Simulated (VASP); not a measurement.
Input of a VASP 6.6.1 run:

Contents of INCAR:

```
PREC = Accurate
ENCUT = 520
EDIFF = 1E-6
ISMEAR = 0
SIGMA = 0.1
LREAL = F
LASPH = T
NELM = 60
ALGO = Normal
ISIF = 2
LWAVE = F
LCHARG = F
GGA = PS
IVDW = 12
NBANDS = 10
```

The input KPOINTS:

```
Automatic mesh
0
Gamma
  24 24 12
```

Contents of POSCAR:

```
Al
1.0
    2.8460643694      0.0000000000      0.0000000000
   -1.4230321847      2.4647640447      0.0000000000
    0.0000000000      0.0000000000      4.5705971962
Al
2
Direct
    0.6666666667      0.3333333333      0.7500000000
    0.3333333333      0.6666666667      0.2500000000
```

Potentials or basis: VASP PAW PBE potentials, release 64 (Al).

Run with:

```bash
$ cat potpaw_PBE.64/Al/POTCAR > POTCAR
$ mpirun -np 1 vasp_std > vasp.out
```

(1) What does it give for the dispersion energy per atom?

(2) Estimate the band gap on the k mesh.

## Answers

(1) -0.327 eV.

(2) zero (bands 3 and 4 overlap by 7.80 eV).

Caveat: the cell differs from its parent crystal (biaxial strain in the a-b plane: +2.0 %, then relaxed in part).
